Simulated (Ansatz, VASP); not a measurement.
# P in VASP and in Ansatz

```xyz
2
Lattice="1.7407 1.0050 3.0677 -1.7407 1.0050 3.0677 0.0000 -2.0100 3.0677" Properties=species:S:1:pos:R:3 pbc="T T T"
P     0.0000    0.0000    7.0919
P     0.0000    0.0000    2.1113
```

Change from the starting cell: the structure that the rattled cell fell into.

Alike in both runs: functional PBE; k mesh 21 × 21 × 21; occupations gaussian, width 0.1 eV; no spin polarisation.

Ansatz relaxed the structure, and its values are those at the end. VASP's run is a single point on that final structure, the one shown.

```csv
,VASP,Ansatz
version,VASP 6.6.1,Ansatz 0.2.0
potentials or method,"VASP PAW PBE potentials, release 64 (P), cutoff 520 eV","scalar-relativistic, plane waves, PAW"
valence electrons in the cell,10,10
```

|  | VASP | Ansatz | Ansatz less VASP |
| --- | --- | --- | --- |
| gap on the k mesh at the Fermi level (eV) | none | none | - |
| pressure (GPa) | -0.3 | 0.0 | +0.27 |
| rms of the force components (eV/Å) | 0.027 | 0.000 | -0.0265 |

A gap of «none» marks a metal or a gap that the smearing closes.
